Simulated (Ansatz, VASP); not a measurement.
## Ti in VASP and in Ansatz

The input INCAR:

```
PREC = Accurate ; ENCUT = 520
EDIFF = 1E-7 ; ISMEAR = -1
SIGMA = 0.1 ; LREAL = F
LASPH = T ; NELM = 100
ALGO = Normal ; ISIF = 2
LWAVE = F ; LCHARG = T
GGA = RP ; LELF = T
LVHAR = T ; NBANDS = 25
```

Contents of KPOINTS:

```
Automatic mesh
0
Gamma
  9 9 12
```

File POSCAR:

```
Ti
1.0
    4.6896537308      0.0000000000      0.0000000000
   -2.3448268654      4.0613592658      0.0000000000
    0.0000000000      0.0000000000      2.8943505381
Ti
3
Direct
    0.0000000000      0.0000000000      0.0000000000
    0.3333333333      0.6666666667      0.5000000000
    0.6666666667      0.3333333333      0.5000000000
```

Input for Ansatz:

```yaml
crystal:
  lattice:
    - [4.6896537308, 0.0, 0.0]
    - [-2.3448268654, 4.0613592658, 0.0]
    - [0.0, 0.0, 2.8943505381]
  atoms:
    - { symbol: Ti, position: [0.0, 0.0, 0.0] }
    - { symbol: Ti, position: [0.3333333333, 0.6666666667, 0.5] }
    - { symbol: Ti, position: [0.6666666667, 0.3333333333, 0.5] }
hamiltonian:
  xc: rpbe
  pseudopotentials:
    kind: paw
    azcp:
      Ti: "pseudopotentials/Ti.paw.azcp"
basis:
  ecutwfc: 420
  fft_grid_basis: typed
kpoints:
  mp_grid: { grid: [9, 9, 12], shift: [0, 0, 0] }
magnetization:
  spin_polarized: false
scf:
  occupations: { method: fermi_dirac, width: 0.1 }
  lower_state_search: "off"
output:
  stress: true
```

Alike in both runs: task single point; functional RPBE; k mesh 9 × 9 × 12; occupations fermi-dirac, width 0.1 eV; no spin polarisation.

```csv
,VASP,Ansatz
version,VASP 6.6.1,Ansatz 0.2.0
potentials or method,"VASP PAW PBE potentials, release 64 (Ti_sv), cutoff 520 eV","plane waves (420 eV) with PAW, scalar-relativistic"
valence electrons in the cell,36,36
```

Ansatz gave:

- pressure (GPa): -3.8
- traceless stress, the component that is largest in VASP (GPa): -0.12

Estimate VASP's values.

pressure (GPa): -4.0; traceless stress, the component that is largest in VASP (GPa): -0.12.

VASP's potentials were made for PBE, not for RPBE.
